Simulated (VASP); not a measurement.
GeSe: single point with PBE+D3(BJ)

GeSe:

```
CELL_PARAMETERS angstrom
10.95471 0.00000 0.00000
0.00000 3.87599 0.00000
0.00000 0.00000 4.42814
ATOMIC_POSITIONS crystal
Ge 0.12328 0.25000 0.11349
Ge 0.87672 0.75000 0.88651
Ge 0.37672 0.75000 0.61349
Ge 0.62328 0.25000 0.38651
Se 0.85468 0.25000 0.49857
Se 0.14532 0.75000 0.50143
Se 0.64532 0.75000 0.99857
Se 0.35468 0.25000 0.00143
```

* Program: VASP 6.6.1
* Task: single point
* Functional: PBE
* Dispersion: D3(BJ)
* Potentials or basis: VASP PAW PBE potentials, release 64 (Ge_d, Se)
* Cutoff: 500 eV
* k mesh: 4 × 8 × 6
* Occupations: gaussian, width 0.02 eV
* Spin: no spin polarisation
* Dipole correction: no
* Further INCAR settings: ALGO = Normal; EDIFF = 1e-06; NBANDS = 50

* Pressure: 0.1 GPa
* Largest force: 0.027 eV/Å
* Band gap on the k mesh: 0.72 eV, indirect (least direct gap 0.92 eV)
* Dispersion energy per atom: -0.358 eV

Forces in eV/Å, atoms in the order of the input:
```
Ge  -0.019  0.000 -0.019
Ge   0.019  0.000  0.019
Ge   0.019  0.000 -0.019
Ge  -0.019  0.000  0.019
Se   0.012  0.000 -0.018
Se  -0.012  0.000  0.018
Se  -0.012  0.000 -0.018
Se   0.012  0.000  0.018
```

Levels at points of the mesh, in eV from the valence-band top:
| k point | band 36 | band 37 | band 38 | band 39 | band 40 | band 41 | band 42 | band 43 | band 44 | band 45 |
| --- | --- | --- | --- | --- | --- | --- | --- | --- | --- | --- |
| (0.00, 0.00, 0.00) | -1.83 | -1.40 | -1.07 | -0.84 | -0.20 | 0.72 | 2.64 | 2.67 | 2.69 | 3.01 |
| (0.50, 0.00, 0.00) | -2.04 | -1.69 | -1.69 | -0.45 | -0.45 | 2.35 | 2.35 | 2.41 | 2.41 | 3.43 |
| (0.00, 0.50, 0.00) | -1.92 | -1.39 | -1.39 | -1.18 | -1.18 | 1.11 | 1.11 | 1.21 | 1.21 | 1.80 |
| (0.50, 0.50, 0.00) | -2.27 | -1.52 | -1.52 | -1.52 | -1.52 | 1.48 | 1.48 | 1.48 | 1.48 | 2.08 |
| (0.00, 0.00, 0.50) | -1.38 | -0.96 | -0.96 | -0.39 | -0.39 | 1.23 | 1.23 | 1.94 | 1.94 | 2.14 |
| (0.50, 0.00, 0.50) | -1.88 | -0.58 | -0.58 | -0.53 | -0.53 | 1.27 | 1.27 | 1.93 | 1.93 | 2.21 |
| (0.00, 0.50, 0.50) | -3.34 | -2.17 | -2.17 | -1.50 | -1.50 | 2.84 | 2.84 | 3.25 | 3.25 | 4.90 |
| (0.50, 0.50, 0.50) | -3.95 | -1.47 | -1.47 | -1.47 | -1.47 | 2.57 | 2.57 | 2.57 | 2.57 | 4.86 |

Wall time 6.3 min on 1 thread of Intel(R) Xeon(R) Platinum 8259CL CPU @ 2.50GHz (Skylake/Cascade Lake), on a shared host, peak memory 0.53 GiB.

A k mesh can miss the band edges.
